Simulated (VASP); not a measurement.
# Cr: relaxation of cell and atoms with PBE

The system is Cr.

```
Cr
1.0
     0.00000    1.81349    1.81349
     1.81349    0.00000    1.81349
     1.81349    1.81349    0.00000
Cr
1
Direct
  0.00000 0.00000 0.00000
```

```yaml
Program: VASP 6.6.1
Task: relaxation of cell and atoms
Functional: PBE
Potentials_or_basis: VASP PAW PBE potentials, release 64 (Cr_pv)
Cutoff: 600 eV
k_mesh: 8 × 8 × 8
Occupations: gaussian, width 0.1 eV
Spin: no spin polarisation
Dipole_correction: no
Further_INCAR_settings: ALGO = Fast; EDIFF = 1e-06; IBRION = 2; EDIFFG = -0.04; NSW = 90; ISIF = 3
```

```
Pressure after relaxing : -0.3 GPa
Band gap on the k mesh  : zero (band 6 reaches 12.70 eV, above the bottom of band 7 at 9.80 eV)
```

Final structure:
```yaml
crystal:
  lattice:
    - [0.00000, 1.81349, 1.81349]
    - [1.81349, 0.00000, 1.81349]
    - [1.81349, 1.81349, 0.00000]
  atoms:
    - { symbol: Cr, position: [0.00000, 0.00000, 0.00000] }
```

Levels at points of the mesh, in eV from the Fermi level:
```tsv
k point	band 4	band 5	band 6	band 7	band 8	band 9
(0.00, 0.00, 0.00)	-7.38	-0.36	-0.36	-0.36	1.38	1.38
(0.50, 0.00, 0.00)	-3.80	-0.48	-0.48	0.93	2.56	2.56
(0.50, 0.50, 0.00)	-3.99	-3.17	2.54	2.87	2.87	3.79
```

Wall time 7.8 s on 1 thread of Intel(R) Xeon(R) Platinum 8488C (Sapphire Rapids), with other jobs on the host, peak memory 0.12 GiB.

Caveat: the k points lie up to 0.38 Å⁻¹ apart in the final cell; the relaxation stopped at its first step, so nothing moved; the run has no spin polarisation, though such a crystal can be magnetic. Spin polarisation is off, so any magnetic state and its effect on volume and gap are missing.
